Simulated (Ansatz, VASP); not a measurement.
This is a calculation of Te2Pt for VASP 6.6.1.

File INCAR:

```
PREC = Accurate
ENCUT = 500
EDIFF = 1E-7
ISMEAR = -1
SIGMA = 0.05
LREAL = False
LASPH = True
NELM = 120
ALGO = Normal
ISIF = 3
LWAVE = False
LCHARG = False
GGA = RE
IBRION = 2
NSW = 60
EDIFFG = -0.01
GGA_COMPAT = False
NELMIN = 4
```

Contents of KPOINTS:

```
Automatic mesh
0
Gamma
  8 8 5
```

POSCAR

```
Te2Pt
1.0
    4.0100000000      0.0000000000      0.0000000000
   -2.0050000000      3.4727618692      0.0000000000
    0.0000000000      0.0000000000      5.2010000000
Pt Te
1 2
Direct
    0.0000000000      0.0000000000      0.0000000000
    0.6666666667      0.3333333333      0.7500000000
    0.3333333333      0.6666666667      0.2500000000
```

Potentials or basis: VASP PAW PBE potentials, release 64 (Pt, Te).

The run is started by

```sh
$ cat potpaw_PBE.64/Pt/POTCAR potpaw_PBE.64/Te/POTCAR > POTCAR
$ mpirun -np 1 vasp_std > vasp.out
```

Translate it to Ansatz 0.2.0. Potentials there: Ansatz PAW.

As run (the cutoff follows the program's own potentials):

Contents of input.yaml:

```yaml
crystal:
  lattice:
    - [4.01, 0.0, 0.0]
    - [-2.005, 3.4727618692, 0.0]
    - [0.0, 0.0, 5.201]
  atoms:
    - { symbol: Pt, position: [0.0, 0.0, 0.0] }
    - { symbol: Te, position: [0.6666666667, 0.3333333333, 0.75] }
    - { symbol: Te, position: [0.3333333333, 0.6666666667, 0.25] }
hamiltonian:
  xc: revpbe
  pseudopotentials: { kind: paw }
kpoints:
  mp_grid: { grid: [8, 8, 5] }
scf:
  occupations: { method: fermi_dirac, width: 0.05 }
output:
  forces: true
  stress: true
relax:
  f_tol: 0.01
  max_steps: 40
  cell: { stress_tol: 0.05 }
```

Potentials or basis: Ansatz PAW.

Run with:

```console
$ ansatz run input.yaml --threads 2 --pin off --max-ram 5632MiB --backend cpu --events-out ev --progress --plain --runs-dir out
```

Both were run:

|  | VASP | Ansatz | Ansatz less VASP |
| --- | --- | --- | --- |
| relaxed volume (Å³/atom) | 27.02 | 27.10 | +0.076 |
| relaxed cell length with the largest relative difference (Å) | 4.097 | 4.101 | +0.0039 |

VASP's potentials were made for PBE, not for revPBE. VASP's potentials hold 22 valence electrons a cell and Ansatz's 50, so a difference there can come from the potentials and not from the codes.

Spin-orbit coupling is off throughout. Noted on Ansatz's run: the plane-wave basis is chosen anew once the cell has moved, so the energies of steps on either side of that aren't comparable.
